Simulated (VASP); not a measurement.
The system is Co.

```
Co
1.0
     2.47200    0.00000    0.00000
    -1.23600    2.14081    0.00000
     0.00000    0.00000    4.02114
Co
2
Direct
  0.66667 0.33333 0.75000
  0.33333 0.66667 0.25000
```

Base run:

```yaml
Program: VASP 6.6.1
Functional: PBE
Potentials_or_basis: VASP PAW PBE potentials, release 64 (Co)
Cutoff: 520 eV
k_mesh: 12 × 12 × 7
Occupations: gaussian, width 0.025 eV
Spin: collinear spin, ferromagnetic start
Starting_moments: "[2.0, 2.0] μB"
```

Its results: pressure 3.9 GPa; net moment 3.21 μB per cell; site moments Co +1.62 μB.

Task: The run is repeated on the same cell with these changes: functional from PBE to revPBE; occupations from gaussian, width 0.025 eV to fermi-dirac, width 0.05 eV. What comes out?

Result: Pressure 8.4 GPa; net moment 3.22 μB per cell; site moments Co +1.63 μB.

Caveats: the PAW data sets were made with another functional, which shifts forces and pressure a little (some runs).
